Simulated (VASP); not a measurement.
# YMn2 (Fd-3m) in VASP: further runs

The runs below take YMn2 through single point, with PBE.

Program: VASP 6.6.1. These are calculated values, not measurements. Logs are shortened: lines on timing, memory, paths and dates and some standing lists are left out, and cuts for length are marked.

### 1 The cell of the first run

The structure is cubic, space group Fd-3m (No. 227). Conventional cell: a = 7.660 Å, b = 7.660 Å, c = 7.660 Å, α = 90.00°, β = 90.00°, γ = 90.00°. Y (site symmetry -43m) has 12 Mn at 3.18 Å and 4 Y at 3.32 Å within 4.2 Å. Within 3.6 Å of Mn (site symmetry -3m) lie 6 Mn at 2.71 Å and 6 Y at 3.18 Å.

### 2 Single point, PBE, collinear spin, ferrimagnetic start

Input file INCAR:

```
SYSTEM = YMn2
ALGO = Normal
EDIFF = 1E-7
ENCUT = 520
GGA = PE
ISIF = 2
ISMEAR = 0
ISPIN = 2
LASPH = .True.
LCHARG = .True.
LELF = .True.
LMAXMIX = 4
LORBIT = 11
LREAL = .False.
LVHAR = .True.
LWAVE = .False.
MAGMOM = -0.42 -0.42 3.24 3.24 3.24 3.24
NBANDS = 50
NELM = 150
PREC = Accurate
SIGMA = 0.1
```

Input file KPOINTS:

```
k-points
0
Gamma
  8 8 8
  0 0 0
```

Input file POSCAR:

```
YMn2
1.0
    0.0000000000      3.8300000000      3.8300000000
    3.8300000000      0.0000000000      3.8300000000
    3.8300000000      3.8300000000      0.0000000000
Y Mn
2 4
Direct
    0.5000000000      0.5000000000      0.5000000000
    0.7500000000      0.7500000000      0.7500000000
    0.1250000000      0.1250000000      0.1250000000
    0.6250000000      0.1250000000      0.1250000000
    0.1250000000      0.1250000000      0.6250000000
    0.1250000000      0.6250000000      0.1250000000
```

Potentials or basis: VASP PAW PBE potentials, release 64 (Y_sv, Mn_pv).

On the command line:

```console
$ cat potpaw_PBE.64/Y_sv/POTCAR potpaw_PBE.64/Mn_pv/POTCAR > POTCAR
$ mpirun -np 1 vasp_std > vasp.out
```

OUTCAR:

```text
SYSTEM = YMn2
   EDIFF = 1E-7
   ENCUT = 520
   GGA = PE
   ISIF = 2
   ISMEAR = 0
   ISPIN = 2
   LASPH = .True.
   LORBIT = 11
   LREAL = .False.
   NELM = 150
   PREC = Accurate

 ion  position               nearest neighbor table
   1  0.500  0.500  0.500-   6 3.18   4 3.18   5 3.18   5 3.18   3 3.18   4 3.18   6 3.18   3 3.18
                             3 3.18   4 3.18   5 3.18   6 3.18   2 3.32   2 3.32   2 3.32   2 3.32
   2  0.750  0.750  0.750-   4 3.18   6 3.18   6 3.18   3 3.18   5 3.18   5 3.18   4 3.18   4 3.18
                             5 3.18   3 3.18   6 3.18   3 3.18   1 3.32   1 3.32   1 3.32   1 3.32
   3  0.125  0.125  0.125-   4 2.71   5 2.71   6 2.71   5 2.71   6 2.71   4 2.71   1 3.18   2 3.18
                             1 3.18   2 3.18   1 3.18   2 3.18
   4  0.625  0.125  0.125-   3 2.71   5 2.71   6 2.71   3 2.71   5 2.71   6 2.71   2 3.18   1 3.18
                             2 3.18   1 3.18   1 3.18   2 3.18
   5  0.125  0.125  0.625-   3 2.71   3 2.71   4 2.71   6 2.71   6 2.71   4 2.71   1 3.18   2 3.18
                             1 3.18   2 3.18   1 3.18   2 3.18
   6  0.125  0.625  0.125-   3 2.71   5 2.71   3 2.71   4 2.71   5 2.71   4 2.71   1 3.18   2 3.18
                             2 3.18   1 3.18   1 3.18   2 3.18

  LATTYP: Found a face centered cubic cell.
 ALAT       =     7.6600000000

  Lattice vectors:

 A1 = (   0.0000000000,   3.8300000000,   3.8300000000)
 A2 = (   3.8300000000,   0.0000000000,   3.8300000000)
 A3 = (   3.8300000000,   3.8300000000,   0.0000000000)

Analysis of symmetry for initial positions (statically):
=====================================================================
 Subroutine PRICEL returns:
 Original cell was already a primitive cell.

 Routine SETGRP: Setting up the symmetry group for a
 face centered cubic supercell.

 Subroutine GETGRP returns: Found 48 space group operations
 (whereof 24 operations were pure point group operations)
 out of a pool of 48 trial point group operations.

The static configuration has the point symmetry T_d .
 The point group associated with its full space group is O_h .

Analysis of symmetry for dynamics (positions and initial velocities):
=====================================================================
 Subroutine PRICEL returns:
 Original cell was already a primitive cell.

 Routine SETGRP: Setting up the symmetry group for a
 face centered cubic supercell.

 Subroutine GETGRP returns: Found 48 space group operations
 (whereof 24 operations were pure point group operations)
 out of a pool of 48 trial point group operations.

The dynamic configuration has the point symmetry T_d .
 The point group associated with its full space group is O_h .

Analysis of structural, dynamic, and magnetic symmetry:
=====================================================================
[... 166 lines left out ...]

  energy without entropy =      -47.11989203  energy(sigma->0) =      -47.15901016

 E-fermi :   5.3980     XC(G=0): -11.2449

 val. band max:        5.3974848013   @ k =   0.5000   0.5000   0.0000
 cond. band min:       5.3991927609   @ k =  -0.1250   0.1250   0.0000
 fundamental gap:      0.0017079597
 Fermi energy:         5.3980161821

 spin component 1

 k-point     1 :       0.0000    0.0000    0.0000
  band No.  band energies     occupation
      1     -43.2550      1.00000
      2     -43.2550      1.00000
      3     -43.2550      1.00000
      4     -43.2442      1.00000
      5     -43.2442      1.00000
      6     -43.2381      1.00000
[... 1237 lines left out ...]
     48       7.4198      0.00000
     49       8.2019      0.00000

 [... further k-points ...]

 spin component 2

 k-point     1 :       0.0000    0.0000    0.0000
  band No.  band energies     occupation
      1     -40.9638      1.00000
      2     -40.7779      1.00000
      3     -40.7779      1.00000
      4     -40.7779      1.00000
      5     -40.6907      1.00000
      6     -40.6907      1.00000
[... 1237 lines left out ...]
     48       8.5220      0.00000
     49       8.7215      0.00000

 [... further k-points ...]

 [bands above 49 left out]

------------------------ aborting loop because EDIFF is reached ----------------------------------------

  FORCE on cell =-STRESS in cart. coord.  units (eV):
  Direction    XX          YY          ZZ          XY          YZ          ZX
  --------------------------------------------------------------------------------------
  -------------------------------------------------------------------------------------
  Total       -6.0886825     -6.0886825     -6.0886825      0.0000000      0.0000000      0.0000000
  in kB      -86.8175636    -86.8175636    -86.8175636      0.0000000      0.0000000      0.0000000
  external PRESSURE =     -86.8175636 kB  Pullay stress =       0.0000000 kB

 VOLUME and BASIS-vectors are now :
 -----------------------------------------------------------------------------
  energy-cutoff  :      520.00
  volume of cell :      112.36
      direct lattice vectors                 reciprocal lattice vectors
     0.000000000  3.830000000  3.830000000    -0.130548303  0.130548303  0.130548303
     3.830000000  0.000000000  3.830000000     0.130548303 -0.130548303  0.130548303
     3.830000000  3.830000000  0.000000000     0.130548303  0.130548303 -0.130548303

 POSITION                                       TOTAL-FORCE (eV/Angst)
 -----------------------------------------------------------------------------------
      3.83000      3.83000      3.83000         0.000000      0.000000      0.000000
      5.74500      5.74500      5.74500        -0.000000     -0.000000     -0.000000
      0.95750      0.95750      0.95750         0.000000      0.000000      0.000000
      0.95750      2.87250      2.87250         0.000000      0.000000     -0.000000
      2.87250      2.87250      0.95750         0.000000      0.000000     -0.000000
      2.87250      0.95750      2.87250         0.000000      0.000000     -0.000000
 -----------------------------------------------------------------------------------
    total drift:                                0.000000     -0.000000      0.000000

  FREE ENERGIE OF THE ION-ELECTRON SYSTEM (eV)
  ---------------------------------------------------
  free  energy   TOTEN  =       -47.1981282939 eV

  energy  without entropy=      -47.1198920344  energy(sigma->0) =      -47.15901016

 total charge

# of ion       s       p       d       f       tot
--------------------------------------------------
    1        2.251   6.321   1.047   0.028   9.647
    2        2.251   6.321   1.047   0.028   9.647
    3        0.356   6.205   5.023   0.000  11.583
    4        0.356   6.205   5.023   0.000  11.583
    5        0.356   6.205   5.023   0.000  11.583
    6        0.356   6.205   5.023   0.000  11.583
--------------------------------------------------
tot          5.925  37.461  22.185   0.056  65.627

 magnetization (x)

# of ion       s       p       d       f       tot
--------------------------------------------------
    1       -0.043  -0.047  -0.295   0.001  -0.383
    2       -0.043  -0.047  -0.295   0.001  -0.383
    3        0.007   0.002   2.314   0.000   2.323
    4        0.007   0.002   2.314   0.000   2.323
    5        0.007   0.002   2.314   0.000   2.323
    6        0.007   0.002   2.314   0.000   2.323
--------------------------------------------------
tot         -0.056  -0.086   8.666   0.002   8.525
```

OSZICAR:

```text
N       E                     dE             d eps       ncg     rms          rms(c)
DAV:   1     0.863986990620E+03    0.86399E+03   -0.40330E+04  5896   0.173E+03
DAV:   2     0.139616665608E+02   -0.85003E+03   -0.82035E+03  5810   0.524E+02
[... 17 lines left out ...]
DAV:  20    -0.471980962977E+02   -0.47189E-04   -0.34805E-04  7254   0.773E-02    0.468E-02
DAV:  21    -0.471981124086E+02   -0.16111E-04   -0.54542E-05  7878   0.292E-02    0.286E-02
DAV:  22    -0.471981227020E+02   -0.10293E-04   -0.16691E-04  7158   0.558E-02    0.123E-02
DAV:  23    -0.471981275048E+02   -0.48028E-05   -0.30040E-05  7954   0.213E-02    0.774E-03
DAV:  24    -0.471981283498E+02   -0.84504E-06   -0.16331E-06  6264   0.638E-03    0.496E-03
DAV:  25    -0.471981282939E+02    0.55950E-07   -0.18488E-07  4442   0.232E-03
   1 F= -.47198128E+02 E0= -.47159010E+02  d E =-.782363E-01  mag=     8.5659
```

stdout:

```text
POSCAR found type information on POSCAR Y Mn
 POSCAR found :  2 types and       6 ions
 scaLAPACK will be used
 LDA part: xc-table for (Slater+PW92), standard interpolation
 POSCAR, INCAR and KPOINTS ok, starting setup
 FFT: planning ... GRIDC
 FFT: planning ... GRID_SOFT
 FFT: planning ... GRID
 WAVECAR not read
 entering main loop
```

Run time: 5.1 min. Hardware: 1 thread of Intel Xeon 6975P-C (Granite Rapids), shared host; peak memory 0.45 GiB.

What came out:

```
Free energy                                           : -47.1981 eV
Pressure                                              : -8.7 GPa
Net moment                                            : 8.57 μB per cell
Site moments                                          : Y -0.38; Mn +2.32 μB
Valence electrons inside the program's atomic spheres : Y 9.65; Mn 11.58
```

Caveat: the cell stands under tension.

### 3 Single point, PBE, collinear spin, ferromagnetic start

Input file INCAR:

```
SYSTEM = YMn2
ALGO = Normal
EDIFF = 1E-6
ENCUT = 520
GGA = PE
ISIF = 2
ISMEAR = 0
ISPIN = 2
LASPH = .True.
LCHARG = .False.
LMAXMIX = 4
LORBIT = 11
LREAL = .False.
LWAVE = .False.
MAGMOM = 0 0 0.5 0.5 0.5 0.5
NBANDS = 50
NELM = 150
PREC = Accurate
SIGMA = 0.1
```

KPOINTS is that of step 2.

POSCAR is that of step 2.

Potentials or basis: VASP PAW PBE potentials, release 64 (Y_sv, Mn_pv).

On the command line:

```console
$ cat potpaw_PBE.64/Y_sv/POTCAR potpaw_PBE.64/Mn_pv/POTCAR > POTCAR
$ mpirun -np 1 vasp_std > vasp.out
```

Run time: 6 min. Hardware: 1 thread of Intel Xeon 6975P-C (Granite Rapids), shared host; peak memory 0.46 GiB.

It converged, with:

| Quantity | Value |
| --- | --- |
| Free energy | -47.1981 eV |
| Pressure | -8.7 GPa |
| Net moment | 8.57 μB per cell |
| Site moments | Y -0.38; Mn +2.32 μB |
| Valence electrons inside the program's atomic spheres | Y 9.65; Mn 11.58 |

Levels at points of the mesh, in eV from the Fermi level:
Spin up:
```tsv
k point	band 38	band 39	band 40	band 41	band 42	band 43	band 44	band 45
(0.00, 0.00, 0.00)	-0.55	-0.21	-0.21	0.28	0.28	0.28	0.61	0.61
(0.50, 0.00, 0.00)	-0.58	-0.58	-0.35	-0.35	0.61	1.05	1.28	1.28
(0.50, 0.50, 0.00)	-1.32	-0.43	-0.43	-0.41	-0.41	0.39	0.39	1.84
```
Spin down:
| k point | band 30 | band 31 | band 32 | band 33 | band 34 | band 35 | band 36 | band 37 |
| --- | --- | --- | --- | --- | --- | --- | --- | --- |
| (0.00, 0.00, 0.00) | -0.36 | -0.25 | -0.25 | 0.27 | 0.27 | 0.27 | 1.32 | 1.43 |
| (0.50, 0.00, 0.00) | -0.27 | -0.27 | -0.10 | -0.01 | -0.01 | 0.30 | 0.30 | 1.66 |
| (0.50, 0.50, 0.00) | -0.48 | -0.17 | -0.17 | 0.00 | 0.00 | 0.07 | 0.07 | 0.57 |

Caveat: the cell stands under tension.
